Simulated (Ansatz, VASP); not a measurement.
**CdSe: VASP beside Ansatz**

```
Cd Se
1.0
     0.00000    3.00438    3.00438
     3.00438    0.00000    3.00438
     3.00438    3.00438    0.00000
Cd Se
1 1
Direct
  0.00000 0.00000 0.00000
  0.25000 0.25000 0.25000
```

Change from the starting cell: volume scaled by 1, crystal datasets.

Alike in both runs: task single point; functional LDA; k mesh 11 × 11 × 11; occupations fermi-dirac, width 0.05 eV; no spin polarisation.

|  | VASP | Ansatz |
| --- | --- | --- |
| version | VASP 6.6.1 | Ansatz 0.2.0 |
| potentials or method | VASP PAW LDA potentials, release 64 (Cd, Se), cutoff 500 eV | all-electron PAW with datasets made for the crystal, scalar-relativistic |

Ansatz gave:

```
pressure (GPa) : 0.0
```

Problem. Estimate VASP's values.

Solution. Pressure (GPa): 0.5.

LDA's correlation is that of Perdew and Zunger in VASP and of Perdew and Wang (1992) in Ansatz. Ansatz ran all-electron here, and VASP with PAW potentials.
